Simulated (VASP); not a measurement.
Here is a VASP 6.6.1 calculation.

File INCAR:

```
PREC     = Accurate       # precision mode
ENCUT    = 520            # plane-wave cutoff, eV
EDIFF    = 1E-7           # SCF threshold, eV
ISMEAR   = -1             # smearing method
SIGMA    = 0.05           # smearing width, eV
LREAL    = F              # projectors in reciprocal space
LASPH    = T              # aspherical terms in the spheres
NELM     = 150            # most SCF steps
ALGO     = Normal         # electronic algorithm
ISIF     = 2              # what is computed and relaxed
LWAVE    = F              # write WAVECAR
LCHARG   = F              # write CHGCAR
MAGMOM   = 0 0 0 0 0 0    # initial moments
LORBIT   = 11             # projections on sites
LSORBIT  = T              # spin-orbit coupling
GGA_COMPAT= F            
LORBMOM  = T            
LMAXMIX  = 4              # l up to which the mixer works
GGA      = CA             # functional
NBANDS   = 28             # bands
```

Contents of KPOINTS:

```
Automatic mesh
0
Gamma
  7 7 7
```

POSCAR

```
TaN
1.0
    0.0000000000      2.2113230000      2.2113230000
    2.2113230000      0.0000000000      2.2113230000
    2.2113230000      2.2113230000      0.0000000000
Ta N
1 1
Direct
    0.5000000000      0.5000000000      0.5000000000
    0.0000000000      0.0000000000      0.0000000000
```

Potentials or basis: VASP PAW LDA potentials, release 64 (Ta_pv, N).

Run with:

```sh
$ cat potpaw_LDA.64/Ta_pv/POTCAR potpaw_LDA.64/N/POTCAR > POTCAR
$ mpirun -np 1 vasp_ncl > vasp.out
```

Q: What does it give for the pressure?

A: -14.9 GPa.

Q: Estimate the net moment.

A: 0.00 μB per cell.

Moments on the atoms (μB; x, y, z):
```
Ta  0.00 0.00 0.00
N   0.00 0.00 0.00
```
